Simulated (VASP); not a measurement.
The system is Si3Sb2Te.

```xyz
6
Lattice="4.5421 0.0000 0.0000 -2.2710 3.9336 0.0000 0.0000 0.0000 7.6074" Properties=species:S:1:pos:R:3 pbc="T T T"
Si    0.0000    0.0000    1.6705
Si    0.0000    0.0000    5.9369
Si    0.0000    0.0000    0.0000
Sb    0.0000    2.6224    6.4466
Sb    2.2710    1.3112    1.1608
Te    0.0000    0.0000    3.8037
```

* Program: VASP 6.6.1
* Task: relaxation of cell and atoms
* Functional: PBE
* Potentials or basis: VASP PAW PBE potentials, release 64 (Si, Sb, Te)
* Cutoff: 500 eV
* k mesh: 4 × 4 × 2
* Occupations: gaussian, width 0.2 eV
* Spin: no spin polarisation

At the start: pressure 51.2 GPa; volume 22.65 Å³/atom.

Where does the relaxation end?

Over 25 steps the energy falls by 2361.6 meV/atom and the volume is 28.93 Å³/atom (+27.7 %); space group P-3m1 (No. 164, to 0.05 Å).

Step by step:
| step | energy change (eV) | largest force (eV/Å) | pressure (GPa) | volume (Å³) |
| --- | --- | --- | --- | --- |
| 1 | 0.0000 | 15.9585 | 51.17 | 135.92 |
| 2 | -7.8188 | 0.5507 | -6.09 | 298.33 |
| 3 | -8.9658 | 1.2278 | -6.16 | 277.29 |
| 4 | -9.9077 | 1.8008 | -5.98 | 260.27 |
| 5 | -11.9087 | 5.9370 | 1.09 | 194.96 |
| 6 | -11.7019 | 4.3543 | -2.74 | 215.08 |
| 7 | -11.8153 | 4.7432 | -1.90 | 209.58 |
| 8 | -13.1914 | 0.4126 | -5.79 | 203.44 |
| 9 | -13.1944 | 0.3976 | -5.79 | 203.31 |
| 10 | -13.9328 | 0.1040 | -0.74 | 171.56 |
| 11 | -13.9361 | 0.1539 | -0.25 | 169.71 |
| 12 | -13.9358 | 0.1716 | -0.08 | 169.08 |
| 13 | -13.9514 | 0.0686 | -0.09 | 168.97 |
| 14 | -13.9845 | 0.4255 | 0.20 | 168.54 |
| 15 | -13.9938 | 0.5290 | 0.23 | 168.79 |
| 16 | -14.0033 | 0.8173 | 0.35 | 169.30 |
| 17 | -14.0139 | 0.8261 | 0.28 | 169.69 |
| 18 | -14.0439 | 0.8630 | 0.10 | 170.85 |
| 19 | -14.0910 | 0.8899 | -0.15 | 173.07 |
| 20 | -14.0355 | 0.6987 | -0.10 | 177.18 |
| 21 | -14.0963 | 0.8950 | -0.19 | 174.14 |
| 22 | -14.1424 | 0.4852 | -0.45 | 174.62 |
| 23 | -14.1641 | 0.0522 | -0.68 | 175.28 |
| 24 | -14.1642 | 0.0333 | -0.68 | 175.32 |
| 25 | -14.1695 | 0.0226 | -0.24 | 173.58 |

Final structure:
```yaml
crystal:
  lattice:
    - [4.39019, 0.00000, 0.00000]
    - [-2.19509, 3.80201, 0.00000]
    - [0.00000, 0.00000, 10.39948]
  atoms:
    - { symbol: Si, position: [0.00000, 0.00000, 0.25473] }
    - { symbol: Si, position: [0.00000, 0.00000, 0.74527] }
    - { symbol: Si, position: [0.00000, 0.00000, 0.00000] }
    - { symbol: Sb, position: [0.33333, 0.66667, 0.84952] }
    - { symbol: Sb, position: [0.66667, 0.33333, 0.15048] }
    - { symbol: Te, position: [0.00000, 0.00000, 0.50000] }
```

Caveat: the k points lie up to 0.41 Å⁻¹ apart in the final cell; the volume moved by over 15 % at a fixed basis, so the end points are rough; the relaxation stopped at a loose force limit of 0.08 eV/Å, so its end isn't a converged minimum.
